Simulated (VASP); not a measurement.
Ta2O5, 14 atoms in the cell. The typed cell holds 14 atoms: a = 3.666 Å, b = 3.857 Å, c = 12.981 Å, α = 94.26°, β = 85.95°, γ = 90.00°.  This cell differs from its parent crystal: the part above a cut slid along it.

| Property | Result |
| --- | --- |
| Program | VASP 6.6.1 |
| Task | single point |
| Functional | r2SCAN |
| Potentials or basis | VASP PAW PBE potentials, release 64 (Ta_pv, O) |
| Cutoff | 520 eV |
| k mesh | 7 × 7 × 2 |
| Occupations | gaussian, width 0.05 eV |
| Spin | no spin polarisation |
| Dipole correction | no |
| Further INCAR settings | ALGO = Normal; EDIFF = 1e-07; NBANDS = 65 |

Potentials or basis: VASP PAW PBE potentials, release 64 (Ta_pv, O).

The run is started by

```sh
$ cat potpaw_PBE.64/Ta_pv/POTCAR potpaw_PBE.64/O/POTCAR > POTCAR
$ cp INCAR.step1 INCAR
$ mpirun -np 1 vasp_std > vasp.out
$ cp INCAR.step2 INCAR
$ mpirun -np 1 vasp_std > vasp.out
```

Hardware: 1 thread of Oxide Virtual Turin-like Processor, with other jobs on the host.

**Question.** How long does it take, and how much memory?

**Answer.** It took 31 min on 1 thread of Oxide Virtual Turin-like Processor (shared host), peak memory 0.53 GiB. Counts: k points 50.
